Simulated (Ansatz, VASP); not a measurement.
## Two plane-wave programs on InSe

```
CELL_PARAMETERS angstrom
5.74051 -2.06211 -0.12830
5.74051 2.06211 -0.12830
-1.65923 0.00000 5.47404
ATOMIC_POSITIONS crystal
In 0.88794 0.88794 0.05355
In 0.11206 0.11206 0.94645
Se 0.66659 0.66659 0.69583
Se 0.33341 0.33341 0.30417
```

Alike in both runs: task single point; functional PBE; k mesh 10 × 10 × 6; occupations gaussian, width 0.05 eV; no spin polarisation.

|  | VASP | Ansatz |
| --- | --- | --- |
| version | VASP 6.6.1 | Ansatz 0.2.0 |
| potentials or method | VASP PAW PBE potentials, release 64 (In_d, Se), cutoff 520 eV | scalar-relativistic, plane waves, PAW |
| valence electrons in the cell | 38 | 58 |

```csv
,VASP,Ansatz,Ansatz less VASP
gap on the k mesh at the Fermi level (eV),1.07,1.08,+0.007
least direct gap on the mesh (eV),1.14,1.15,+0.007
pressure (GPa),0.0,0.0,-0.03
rms of the force components (eV/Å),0.006,0.003,-0.0038
```

Atom by atom the forces differ by 0.007 eV/Å (rms over components). The functional is the same, so the differences come from potentials, cutoffs and numerics. VASP's potentials hold 38 valence electrons a cell and Ansatz's 58, so a difference there can come from the potentials and not from the codes.
